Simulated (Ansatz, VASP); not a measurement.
## HfB2 in VASP and in Ansatz

INCAR

```
PREC = Accurate
ENCUT = 520
EDIFF = 1E-6
ISMEAR = -1
SIGMA = 0.05
LREAL = False
LASPH = True
NELM = 80
ALGO = Normal
ISIF = 2
LWAVE = False
LCHARG = False
GGA = PE
NBANDS = 15
```

KPOINTS

```
Automatic mesh
0
Gamma
  13 13 11
```

File POSCAR:

```
HfB2
1.0
    3.1400001005      0.0157000005      0.0157000005
   -1.5564034510      2.7114698546      0.0057465990
    0.0174000000      0.0174000000      3.4800000000
Hf B
1 2
Direct
    0.0000000000      0.0000000000      0.0000000000
    0.3333333333      0.6666666667      0.5000000000
    0.6666666667      0.3333333333      0.5000000000
```

Input for Ansatz:

```yaml
crystal:
  lattice:
    - [3.1400001005, 0.0157000005, 0.0157000005]
    - [-1.556403451, 2.7114698546, 0.005746599]
    - [0.0174, 0.0174, 3.48]
  atoms:
    - { symbol: Hf, position: [0.0, 0.0, 0.0] }
    - { symbol: B, position: [0.3333333333, 0.6666666667, 0.5] }
    - { symbol: B, position: [0.6666666667, 0.3333333333, 0.5] }
kpoints:
  mp_grid: { grid: [13, 13, 11] }
  band_path:
    path:
      - [0.0, 0.0, 0.0]
      - [0.0, -0.5, 0.0]
      - [0.0, 0.0, 0.5]
      - [0.0, 0.0, 0.0]
      - [-0.5, 0.0, 0.0]
      - [-0.5, 0.5, -0.5]
      - [0.0, 0.0, 0.0]
      - [-0.5, 0.0, -0.5]
      - [-0.5, 0.5, 0.0]
    npoints: 5
scf:
  occupations: { method: fermi_dirac, width: 0.05 }
hamiltonian:
  xc: pbe
  pseudopotentials: { kind: all_electron, lapw: { basis_error: 0.0005 } }
output:
  forces: true
  stress: true
  eigenvalues: true
```

Change from the starting cell: equal xy, yz and zx shear strains of +1 %.

Alike in both runs: task single point; functional PBE; k mesh 13 × 13 × 11; occupations fermi-dirac, width 0.05 eV; no spin polarisation.

```csv
,VASP,Ansatz
version,VASP 6.6.1,Ansatz 0.2.0
potentials or method,"VASP PAW PBE potentials, release 64 (Hf_pv, B), cutoff 520 eV","all-electron LAPW, scalar-relativistic"
```

Ansatz gave:

* pressure (GPa): 1.5
* traceless stress, the component that is largest in VASP (GPa): -2.69
* rms of the force components (eV/Å): 0.006

**Question.** What did VASP give for the same quantities?

**Answer.** Pressure (GPa): 1.1; traceless stress, the component that is largest in VASP (GPa): -2.70; rms of the force components (eV/Å): 0.005.

Atom by atom the forces differ by 0.000 eV/Å (rms over components). Ansatz ran all-electron here, and VASP with PAW potentials.

Neither program's run includes spin-orbit coupling.
